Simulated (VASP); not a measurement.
# Ta2SiO3 (P-62m) in VASP: a series of runs, part 2 of 2

VASP 6.6.1. The steps go on from the part before.

## 3. Single point, PBE

This run uses another cell than the first one, of 14.59 Å³/atom, 1.242 times its volume.

Input file INCAR:

```
SYSTEM = Ta2SiO3
PREC = Accurate
ENCUT = 520
EDIFF = 1E-6
ISMEAR = 0
SIGMA = 0.1
LREAL = .FALSE.
LASPH = .TRUE.
NELM = 80
ALGO = Normal
ISIF = 2
LWAVE = .FALSE.
LCHARG = .FALSE.
GGA = PE
NBANDS = 31
```

Input file KPOINTS:

```
Automatic mesh
0
G
  6 6 4
  0 0 0
```

Input file POSCAR:

```
Ta2SiO3
1.0
    5.1879465000      0.0000000000      0.0000000000
   -2.5939732500      4.4928934600      0.0000000000
    0.0000000000      0.0000000000      3.7566875100
Ta Si O
2 1 3
Direct
    0.3333333300      0.6666666700      0.5000000000
    0.6666666700      0.3333333300      0.5000000000
    0.0000000000      0.0000000000      0.0000000000
    0.5868512700      0.0000000000      0.0000000000
    0.0000000000      0.5868512700      0.0000000000
    0.4131487300      0.4131487300      0.0000000000
```

Potentials or basis: VASP PAW PBE potentials, release 64 (Ta_pv, Si, O).

The run is started by

```bash
$ cat potpaw_PBE.64/Ta_pv/POTCAR potpaw_PBE.64/Si/POTCAR potpaw_PBE.64/O/POTCAR > POTCAR
$ mpirun -np 1 vasp_std > vasp.out
```

OUTCAR:

```text
SYSTEM = Ta2SiO3
   PREC = Accurate
   ENCUT = 520
   EDIFF = 1E-6
   ISMEAR = 0
   LREAL = .FALSE.
   LASPH = .TRUE.
   NELM = 80
   ISIF = 2
   GGA = PE

 ion  position               nearest neighbor table
   1  0.333  0.667  0.500-   5 2.44   5 2.44   4 2.44   4 2.44   6 2.44   6 2.44   2 3.00   2 3.00
                             2 3.00
   2  0.667  0.333  0.500-   4 2.44   4 2.44   5 2.44   5 2.44   6 2.44   6 2.44   1 3.00   1 3.00
                             1 3.00
   3  0.000  0.000  0.000-   5 2.14   6 2.14   4 2.14
   4  0.587  0.000  0.000-   3 2.14   2 2.44   2 2.44   1 2.44   1 2.44
   5  0.000  0.587  0.000-   3 2.14   1 2.44   1 2.44   2 2.44   2 2.44
[... 918 lines left out ...]
  Total      -11.3218735    -11.3218735    -23.8257396      0.0000000      0.0000000      0.0000000
  in kB     -207.1582347   -207.1582345   -435.9435877      0.0000000      0.0000000      0.0000000
  external PRESSURE =    -283.4200190 kB  Pullay stress =       0.0000000 kB

 VOLUME and BASIS-vectors are now :
 -----------------------------------------------------------------------------
  energy-cutoff  :      520.00
  volume of cell :       87.56
      direct lattice vectors                 reciprocal lattice vectors
     5.187946500  0.000000000  0.000000000     0.192754494  0.111286859  0.000000000
    -2.593973250  4.492893460  0.000000000     0.000000000  0.222573718  0.000000000
     0.000000000  0.000000000  3.756687510     0.000000000  0.000000000  0.266191957

 POSITION                                       TOTAL-FORCE (eV/Angst)
 -----------------------------------------------------------------------------------
     -0.00000      2.99526      1.87834         0.000000      0.000000      0.000000
      2.59397      1.49763      1.87834         0.000000     -0.000000      0.000000
      0.00000      0.00000      0.00000         0.000000      0.000000      0.000000
      3.04455      0.00000      0.00000         0.306313      0.000000     -0.000000
     -1.52228      2.63666      0.00000        -0.153156      0.265275      0.000000
      1.07170      1.85623      0.00000        -0.153156     -0.265275     -0.000000
 -----------------------------------------------------------------------------------
    total drift:                                0.000001      0.000002     -0.000000

  FREE ENERGIE OF THE ION-ELECTRON SYSTEM (eV)
  ---------------------------------------------------
  free  energy   TOTEN  =       -48.7390800367 eV

  energy  without entropy=      -48.7387005072  energy(sigma->0) =      -48.73889027
```

OSZICAR:

```text
N       E                     dE             d eps       ncg     rms          rms(c)
DAV:   1     0.352636344140E+03    0.35264E+03   -0.23469E+04  1302   0.137E+03
DAV:   2    -0.316768746996E+02   -0.38431E+03   -0.36956E+03  1524   0.374E+02
DAV:   3    -0.556368901748E+02   -0.23960E+02   -0.23584E+02  1585   0.895E+01
DAV:   4    -0.561254830696E+02   -0.48859E+00   -0.48496E+00  1698   0.126E+01
DAV:   5    -0.561341293874E+02   -0.86463E-02   -0.86360E-02  1648   0.144E+00    0.193E+01
DAV:   6    -0.496830995261E+02    0.64510E+01   -0.47777E+01  1685   0.346E+01    0.986E+00
DAV:   7    -0.488391804156E+02    0.84392E+00   -0.59670E+00  1569   0.118E+01    0.499E+00
DAV:   8    -0.487430680831E+02    0.96112E-01   -0.72310E-01  1596   0.554E+00    0.753E-01
DAV:   9    -0.487386768358E+02    0.43912E-02   -0.38949E-02  1641   0.105E+00    0.430E-01
DAV:  10    -0.487389031398E+02   -0.22630E-03   -0.43745E-03  1701   0.373E-01    0.186E-01
DAV:  11    -0.487390770467E+02   -0.17391E-03   -0.41298E-04  1684   0.142E-01    0.354E-02
DAV:  12    -0.487390827941E+02   -0.57474E-05   -0.26808E-05  1601   0.307E-02    0.882E-03
DAV:  13    -0.487390802647E+02    0.25295E-05   -0.43404E-06  1481   0.136E-02    0.394E-03
DAV:  14    -0.487390800367E+02    0.22794E-06   -0.71613E-07  1015   0.526E-03
   1 F= -.48739080E+02 E0= -.48738890E+02  d E =-.379530E-03
```

stdout:

```text
POSCAR found type information on POSCAR TaSiO
 POSCAR found :  3 types and       6 ions
 scaLAPACK will be used
 LDA part: xc-table for (Slater+PW92), standard interpolation
 POSCAR, INCAR and KPOINTS ok, starting setup
 FFT: planning ... GRIDC
 FFT: planning ... GRID_SOFT
 FFT: planning ... GRID
 WAVECAR not read
 entering main loop
```

Wall time 30 s (1 thread of Intel Xeon Platinum 8488C (Sapphire Rapids), shared host); peak memory 0.22 GiB.

Results:

```
Free energy            : -48.7391 eV
Pressure               : -28.3 GPa
Largest force          : 0.306 eV/Å
Band gap on the k mesh : 0.26 eV, indirect (least direct gap 0.45 eV)
```

Forces on the atoms (eV/Å):
```
Ta   0.000  0.000  0.000
Ta   0.000  0.000  0.000
Si   0.000  0.000  0.000
O    0.306  0.000  0.000
O   -0.153  0.265  0.000
O   -0.153 -0.265  0.000
```

Stress tensor (GPa, compression positive):
```
-20.72   0.00   0.00
  0.00 -20.72   0.00
  0.00   0.00 -43.59
```

Levels at points of the mesh, in eV from the valence-band top:
| k point | band 18 | band 19 | band 20 | band 21 | band 22 | band 23 | band 24 | band 25 | band 26 | band 27 |
| --- | --- | --- | --- | --- | --- | --- | --- | --- | --- | --- |
| (0.00, 0.00, 0.00) | -3.13 | -3.13 | -1.51 | 0.00 | 0.00 | 0.45 | 0.45 | 0.79 | 0.79 | 2.55 |
| (0.50, 0.00, 0.00) | -3.45 | -2.43 | -2.22 | -1.09 | -0.54 | 1.38 | 1.46 | 1.47 | 1.67 | 2.34 |
| (0.00, 0.00, 0.50) | -3.33 | -2.06 | -1.42 | -0.80 | -0.80 | 0.74 | 1.17 | 1.17 | 1.48 | 1.48 |
| (0.50, 0.00, 0.50) | -3.74 | -2.84 | -1.17 | -0.90 | -0.67 | 0.26 | 1.38 | 1.65 | 1.69 | 1.76 |

Caveat: spin-orbit coupling is left out, which moves the levels of the heavy elements. A k mesh can miss the band edges.

## 4. Single point, PBE

Input file INCAR:

```
SYSTEM = Ta2SiO3
ALGO = Normal
EDIFF = 1E-6
ENCUT = 520
GGA = PE
ISIF = 2
ISMEAR = 0
LASPH = .TRUE.
LCHARG = .TRUE.
LELF = .TRUE.
LREAL = .FALSE.
LVHAR = .TRUE.
LWAVE = .FALSE.
NBANDS = 31
NELM = 100
PREC = Accurate
SIGMA = 0.1
```

Input file KPOINTS:

```
k-points
0
G
  6 6 6
  0 0 0
```

Input file POSCAR:

```
Ta2SiO3
1.0
    5.0301887434      0.0000000000      0.0000000000
   -2.5150943717      4.3562712376      0.0000000000
    0.0000000000      0.0000000000      3.2179533031
Ta Si O
2 1 3
Direct
    0.3333333333      0.6666666667      0.5000000000
    0.6666666667      0.3333333333      0.5000000000
    0.0000000000      0.0000000000      0.0000000000
    0.5936560497      0.0000000000      0.0000000000
    0.0000000000      0.5936560497      0.0000000000
    0.4063439503      0.4063439503      0.0000000000
```

The run is started by

```bash
$ cat potpaw_PBE.64/Ta_pv/POTCAR potpaw_PBE.64/Si/POTCAR potpaw_PBE.64/O/POTCAR > POTCAR
$ mpirun -np 1 vasp_std > vasp.out
```

Run time: 33 s. Hardware: 1 thread of Intel Xeon Platinum 8488C (Sapphire Rapids), shared host; peak memory 0.22 GiB.

It converged, with:

```
Free energy            : -51.0956 eV
Pressure               : 0.4 GPa
Band gap on the k mesh : 0.68 eV, direct
```

Forces on the atoms (eV/Å):
```
Ta   0.000  0.000  0.000
Ta   0.000  0.000  0.000
Si   0.000  0.000  0.000
O    0.003  0.000  0.000
O   -0.001  0.002  0.000
O   -0.001 -0.002  0.000
```

Stress tensor (GPa, compression positive):
```
0.21 0.00 0.00
0.00 0.21 0.00
0.00 0.00 0.92
```

Levels at points of the mesh, in eV from the valence-band top:
| k point | band 19 | band 20 | band 21 | band 22 | band 23 | band 24 | band 25 | band 26 |
| --- | --- | --- | --- | --- | --- | --- | --- | --- |
| (0.00, 0.00, 0.00) | -3.97 | -2.27 | -0.01 | -0.01 | 0.93 | 0.93 | 0.94 | 0.94 |
| (0.50, 0.00, 0.00) | -3.07 | -2.95 | -1.19 | -0.12 | 1.38 | 1.65 | 1.74 | 2.49 |
| (0.00, 0.00, 0.50) | -2.23 | -1.44 | -1.22 | -1.22 | 0.94 | 2.13 | 2.13 | 2.34 |
| (0.50, 0.00, 0.50) | -3.76 | -1.02 | -0.99 | -0.10 | 1.05 | 2.05 | 2.07 | 2.58 |

Caveat: spin-orbit coupling is left out, which moves the levels of the heavy elements.

## 5. Single point, PBE

Input file INCAR:

```
SYSTEM = Ta2SiO3
ALGO = Normal
EDIFF = 1E-6
ENCUT = 520
GGA = PE
ISIF = 2
ISMEAR = 0
LASPH = .True.
LCHARG = .False.
LREAL = .False.
LWAVE = .False.
NBANDS = 31
NELM = 80
PREC = Accurate
SIGMA = 0.02
```

Input file KPOINTS:

```
k-points
0
Gamma
  6 6 8
  0 0 0
```

Input file POSCAR:

```
Ta2SiO3
1.0
    5.0259090975      0.0000000000      0.0000000000
   -2.5129545487      4.3525649555      0.0000000000
    0.0000000000      0.0000000000      3.2230430687
Ta Si O
2 1 3
Direct
    0.3333333333      0.6666666667      0.5000000000
    0.6666666667      0.3333333333      0.5000000000
    0.0000000000      0.0000000000      0.0000000000
    0.5932183479      0.0000000000      0.0000000000
    0.0000000000      0.5932183479      0.0000000000
    0.4067816521      0.4067816521      0.0000000000
```

Potentials or basis: VASP PAW PBE potentials, release 64 (Ta_pv, Si, O).

The run is started by

```bash
$ cat potpaw_PBE.64/Ta_pv/POTCAR potpaw_PBE.64/Si/POTCAR potpaw_PBE.64/O/POTCAR > POTCAR
$ mpirun -np 1 vasp_std > vasp.out
```

OUTCAR:

```text
SYSTEM = Ta2SiO3
   EDIFF = 1E-6
   ENCUT = 520
   GGA = PE
   ISIF = 2
   ISMEAR = 0
   LASPH = .True.
   LREAL = .False.
   NELM = 80
   PREC = Accurate

 ion  position               nearest neighbor table
   1  0.333  0.667  0.500-   5 2.22   5 2.22   4 2.22   4 2.22   6 2.22   6 2.22   2 2.90   2 2.90
                             2 2.90   3 3.32   3 3.32   3 3.32   3 3.32   3 3.32   3 3.32
   2  0.667  0.333  0.500-   4 2.22   4 2.22   5 2.22   5 2.22   6 2.22   6 2.22   1 2.90   1 2.90
                             1 2.90   3 3.32   3 3.32   3 3.32   3 3.32   3 3.32   3 3.32
   3  0.000  0.000  0.000-   5 2.04   6 2.04   4 2.04   2 3.32   1 3.32   1 3.32   2 3.32   1 3.32
                             1 3.32   2 3.32   2 3.32   2 3.32   2 3.32   1 3.32   1 3.32
   4  0.593  0.000  0.000-   3 2.04   2 2.22   2 2.22   1 2.22   1 2.22
   5  0.000  0.593  0.000-   3 2.04   1 2.22   1 2.22   2 2.22   2 2.22
   6  0.407  0.407  0.000-   3 2.04   1 2.22   1 2.22   2 2.22   2 2.22

  LATTYP: Found a hexagonal cell.
 ALAT       =     5.0259090975
 C/A-ratio  =     0.6412855876

  Lattice vectors:

 A1 = (   5.0259090975,   0.0000000000,   0.0000000000)
 A2 = (  -2.5129545487,   4.3525649555,   0.0000000000)
 A3 = (   0.0000000000,   0.0000000000,   3.2230430687)

Analysis of symmetry for initial positions (statically):
=====================================================================
 Subroutine PRICEL returns:
 Original cell was already a primitive cell.

 Routine SETGRP: Setting up the symmetry group for a
 hexagonal supercell.

 Subroutine GETGRP returns: Found 12 space group operations
 (whereof 12 operations were pure point group operations)
 out of a pool of 24 trial point group operations.

The static configuration has the point symmetry D_3h.

Analysis of symmetry for dynamics (positions and initial velocities):
=====================================================================
 Subroutine PRICEL returns:
 Original cell was already a primitive cell.

 Routine SETGRP: Setting up the symmetry group for a
 hexagonal supercell.

[... 136 lines left out ...]
   LORBIT       =      0    0 simple, 1 ext, 2 COOP (PROOUT), +10 PAW based schemes
   GGA     = PE    functional components
   LHFCALC =     F    Hartree Fock is set to
   AEXX    =    0.0000 exact exchange contribution
   IVDW    =     0    specifies the selected vdW correction
   LEPSILON=     F    determine dielectric tensor
   LRPA    =     F    only Hartree local field effects (RPA)
 non-spin polarized calculation
 Gauss-broadening in eV      SIGMA  =   0.02
  energy-cutoff  :      520.00
  volume of cell :       70.51
 maximum number of plane-waves:      1944
 NGX is ok and might be reduce to    40
   NGX = 19   NGY = 19   NGZ = 11

 number of electron      43.9999987 magnetization

 Free energy of the ion-electron system (eV)
  ---------------------------------------------------
  ext. energy  EPLUGINS =         0.00000000
  ---------------------------------------------------
  free energy    TOTEN  =       -51.09728196 eV

  energy without entropy =      -51.09728196  energy(sigma->0) =      -51.09728196

 E-fermi :   8.1095     XC(G=0): -12.2018

 val. band max:        7.9455352431   @ k =   0.1667   0.0000   0.0000
 cond. band min:       8.6284083156   @ k =   0.1667   0.1667   0.1250
 fundamental gap:      0.6828730725
 Fermi energy:         8.1095278736

 k-point     1 :       0.0000    0.0000    0.0000
  band No.  band energies     occupation
      1     -28.0609      2.00000
      2     -28.0609      2.00000
      3     -28.0508      2.00000
      4     -27.9098      2.00000
      5     -27.5380      2.00000
      6     -27.5380      2.00000
[... 805 lines left out ...]
     30      11.9039      0.00000
     31      12.8943      0.00000

 [... further k-points ...]

------------------------ aborting loop because EDIFF is reached ----------------------------------------

  FORCE on cell =-STRESS in cart. coord.  units (eV):
  Direction    XX          YY          ZZ          XY          YZ          ZX
  --------------------------------------------------------------------------------------
  -------------------------------------------------------------------------------------
  Total        0.1431875      0.1431875      0.2654356      0.0000000     -0.0000000      0.0000000
  in kB        3.2537908      3.2537908      6.0317559      0.0000000     -0.0000000      0.0000000
  external PRESSURE =       4.1797791 kB  Pullay stress =       0.0000000 kB

 VOLUME and BASIS-vectors are now :
 -----------------------------------------------------------------------------
  energy-cutoff  :      520.00
  volume of cell :       70.51
      direct lattice vectors                 reciprocal lattice vectors
     5.025909097  0.000000000  0.000000000     0.198968979  0.114874793  0.000000000
    -2.512954549  4.352564956  0.000000000     0.000000000  0.229749587  0.000000000
     0.000000000  0.000000000  3.223043069     0.000000000  0.000000000  0.310265789

 POSITION                                       TOTAL-FORCE (eV/Angst)
 -----------------------------------------------------------------------------------
     -0.00000      2.90171      1.61152        -0.000000      0.000000      0.000000
      2.51295      1.45085      1.61152         0.000000     -0.000000      0.000000
      0.00000      0.00000      0.00000        -0.000000      0.000000      0.000000
      2.98146      0.00000      0.00000         0.010140      0.000000      0.000000
     -1.49073      2.58202      0.00000        -0.005070      0.008781      0.000000
      1.02222      1.77054      0.00000        -0.005070     -0.008781      0.000000
 -----------------------------------------------------------------------------------
    total drift:                               -0.000004     -0.000006      0.000001

  FREE ENERGIE OF THE ION-ELECTRON SYSTEM (eV)
  ---------------------------------------------------
  free  energy   TOTEN  =       -51.0972819611 eV

  energy  without entropy=      -51.0972819611  energy(sigma->0) =      -51.09728196
```

stdout:

```text
POSCAR found type information on POSCAR TaSiO
 POSCAR found :  3 types and       6 ions
 scaLAPACK will be used
 LDA part: xc-table for (Slater+PW92), standard interpolation
 POSCAR, INCAR and KPOINTS ok, starting setup
 FFT: planning ... GRIDC
 FFT: planning ... GRID_SOFT
 FFT: planning ... GRID
 WAVECAR not read
 entering main loop
```

Wall time 41 s (1 thread of Intel Xeon Platinum 8488C (Sapphire Rapids), shared host); peak memory 0.22 GiB.

What came out:

```yaml
Free_energy: -51.0973 eV
Pressure: 0.4 GPa
Largest_force: 0.010 eV/Å
Band_gap_on_the_k_mesh: 0.68 eV, indirect (the least direct gap lies 1.1 meV higher)
```

Forces in eV/Å, atoms in the order of the input:
```
Ta   0.000  0.000  0.000
Ta   0.000  0.000  0.000
Si   0.000  0.000  0.000
O    0.010  0.000  0.000
O   -0.005  0.009  0.000
O   -0.005 -0.009  0.000
```

Stress tensor (GPa, compression positive):
```
0.33 0.00 0.00
0.00 0.33 0.00
0.00 0.00 0.60
```

Caveat: spin-orbit coupling is left out, which moves the levels of the heavy elements. A k mesh can miss the band edges.

## 6. Summary

```csv
cell,k mesh,smearing,gap on the mesh (eV),pressure (GPa),largest force (eV/Å)
"a = 5.030, b = 5.030, c = 3.218 Å, angles 90.0, 90.0, 120.0°, 6 atoms",6 × 6 × 4,gaussian 0.1 eV,0.68,0.4,0.02
"a = 5.188, b = 5.188, c = 3.757 Å, angles 90.0, 90.0, 120.0°, 6 atoms",6 × 6 × 4,gaussian 0.1 eV,0.26,-28.3,0.31
"a = 5.030, b = 5.030, c = 3.218 Å, angles 90.0, 90.0, 120.0°, 6 atoms",6 × 6 × 6,gaussian 0.1 eV,0.68,0.4,-
"a = 5.026, b = 5.026, c = 3.223 Å, angles 90.0, 90.0, 120.0°, 6 atoms",6 × 6 × 8,gaussian 0.02 eV,0.68,0.4,0.01
```

Alike in all rows: task single point; level PBE; potentials or basis VASP PAW PBE potentials, release 64 (Ta_pv, Si, O); no spin polarisation; cutoff (eV) 520.

Caveats: some runs use coarse meshes; spin-orbit coupling is left out, which moves the levels of the heavy elements.

Absolute energies hang on the potentials; compare differences alone.
